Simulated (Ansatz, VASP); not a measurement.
**One calculation of Ni, two programs**

```
CELL_PARAMETERS angstrom
2.42827 0.00000 0.00000
-1.21414 2.10294 0.00000
0.00000 0.00000 3.93380
ATOMIC_POSITIONS crystal
Ni 0.33333 0.66667 0.25000
Ni 0.66667 0.33333 0.75000
```

Alike in both runs: task relaxation of cell and atoms; functional LDA; k mesh 20 × 20 × 11; occupations fermi-dirac, width 0.05 eV; collinear spin.

|  | VASP | Ansatz |
| --- | --- | --- |
| version | VASP 6.6.1 | Ansatz 0.2.0 |
| potentials or method | VASP PAW LDA potentials, release 64 (Ni) | PAW with Ansatz's default frozen-core files, scalar-relativistic |
| plane-wave cutoff (eV) | 600 | 420 |
| valence electrons in the cell | 20 | 36 |

|  | VASP | Ansatz | Ansatz less VASP |
| --- | --- | --- | --- |
| net moment per atom (μB) | 0.58 | 0.60 | +0.016 |
| size of the moment on the site where the two differ most (μB) | 0.58 | 0.63 | +0.041 |
| relaxed volume (Å³/atom) | 10.05 | 10.06 | +0.010 |
| relaxed length of the cell vector where the two differ most in proportion (Å) | 3.968 | 3.971 | +0.0029 |

LDA's correlation is that of Perdew and Zunger in VASP and of Perdew and Wang (1992) in Ansatz. Site moments also hang on the region over which each program counts them. VASP's potentials hold 20 valence electrons a cell and Ansatz's 36, so a difference there can come from the potentials and not from the codes.
